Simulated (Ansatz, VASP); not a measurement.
## Mo: VASP beside Ansatz

File INCAR:

```
SYSTEM = Mo
PREC     = Accurate       ! precision mode
ENCUT    = 520            ! plane-wave cutoff, eV
EDIFF    = 1E-6           ! SCF threshold, eV
ISMEAR   = -1             ! smearing method
SIGMA    = 0.05           ! smearing width, eV
LREAL    = .False.        ! projectors in reciprocal space
LASPH    = .True.         ! aspherical terms in the spheres
NELM     = 80             ! most SCF steps
ALGO     = Normal         ! electronic algorithm
ISIF     = 2              ! what is computed and relaxed
LWAVE    = .False.        ! write WAVECAR
LCHARG   = .True.         ! write CHGCAR
GGA      = PE             ! functional
LELF     = .True.         ! ELF
LVHAR    = .True.       
NBANDS   = 13             ! bands
```

The input KPOINTS:

```
Automatic mesh
0
Gamma
  12 12 12
  0 0 0
```

POSCAR

```
Mo
1.0
   -1.5514772677      1.5514772677      1.5514772677
    1.5514772677     -1.5514772677      1.5514772677
    1.5514772677      1.5514772677     -1.5514772677
Mo
1
Direct
    0.0000000000      0.0000000000      0.0000000000
```

Contents of input.yaml:

```yaml
crystal:
  lattice:
    - [-1.5514772677, 1.5514772677, 1.5514772677]
    - [1.5514772677, -1.5514772677, 1.5514772677]
    - [1.5514772677, 1.5514772677, -1.5514772677]
  atoms:
    - { symbol: Mo, position: [0.0, 0.0, 0.0] }
kpoints:
  mp_grid: { grid: [12, 12, 12] }
scf:
  occupations: { method: fermi_dirac, width: 0.05 }
hamiltonian:
  xc: pbe
  pseudopotentials: { kind: all_electron, lapw: { basis_error: 0.0005 } }
output:
  forces: true
  stress: true
  eigenvalues: true
```

Change from the starting cell: volume scaled by 0.94.

Alike in both runs: task single point; functional PBE; k mesh 12 × 12 × 12; occupations fermi-dirac, width 0.05 eV; no spin polarisation.

|  | VASP | Ansatz |
| --- | --- | --- |
| version | VASP 6.6.1 | Ansatz 0.2.0 |
| potentials or method | VASP PAW PBE potentials, release 64 (Mo_sv), cutoff 520 eV | all-electron LAPW, scalar-relativistic |

```csv
,VASP,Ansatz,Ansatz less VASP
gap on the k mesh at the Fermi level (eV),none,none,-
pressure (GPa),16.8,16.1,-0.68
```

A gap of «none» marks a metal or a gap that the smearing closes. Ansatz ran all-electron here, and VASP with PAW potentials.
